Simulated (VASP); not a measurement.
Set up this calculation in VASP 6.6.1, as the native input.

- Task: single point
- Functional: PBE
- Potentials or basis: VASP PAW PBE potentials, release 64 (Si)
- Cutoff: 520 eV
- k mesh: 12 × 12 × 6
- Occupations: gaussian, width 0.05 eV
- Spin: no spin polarisation
- Dipole correction: no
- Further INCAR settings: ALGO = Normal; EDIFF = 1e-06; NBANDS = 16

The structure of Si lies in POSCAR:

```
Si
1.0
    3.8313174605      0.0000000000      0.0000000000
   -1.9156587303      3.3180182508      0.0000000000
    0.0000000000      0.0000000000      6.3326220002
Si
4
Direct
    0.4237487492      0.8474974984      0.1103832419
    0.6666666667      0.3333333333      0.5630095000
    0.3333333333      0.6666666667      0.4369905000
    0.6666666667      0.3333333333      0.9369905000
```

This cell differs from its parent crystal: atom 1 (Si) moved by (+0.600, +0.300) A along y and z.

These files were run (other wordings do the same):

INCAR

```
SYSTEM = Si
PREC     = Accurate       ! precision mode
ENCUT    = 520            ! plane-wave cutoff, eV
EDIFF    = 1E-6           ! SCF threshold, eV
ISMEAR   = 0              ! smearing method
SIGMA    = 0.05           ! smearing width, eV
LREAL    = .False.        ! projectors in reciprocal space
LASPH    = .True.         ! aspherical terms in the spheres
NELM     = 80             ! most SCF steps
ALGO     = Normal         ! electronic algorithm
ISIF     = 2              ! what is computed and relaxed
LWAVE    = .False.        ! write WAVECAR
LCHARG   = .False.        ! write CHGCAR
GGA      = PE             ! functional
NBANDS   = 16             ! bands
```

KPOINTS

```
Automatic mesh
0
Gamma
  12 12 6
  0 0 0
```

Potentials or basis: VASP PAW PBE potentials, release 64 (Si).

Launch:

```sh
$ cat potpaw_PBE.64/Si/POTCAR > POTCAR
$ mpirun -np 1 vasp_std > vasp.out
```

It gave:

* Pressure: 8.7 GPa
* Largest force: 7.725 eV/Å
* Band gap on the k mesh: zero (bands 8 and 9 overlap by 1.16 eV)

Caveat: the cell differs from its parent crystal (atom 1 (Si) moved by (+0.600, +0.300) A along y and z); the stress differs along the axes, from -3 to 15 GPa; forces of over 1 eV/Å act on the atoms, so gaps and moduli don't describe the material at rest.

It took 6 min on 1 thread of Intel Xeon 8259CL, on a shared host, peak memory 0.34 GiB.
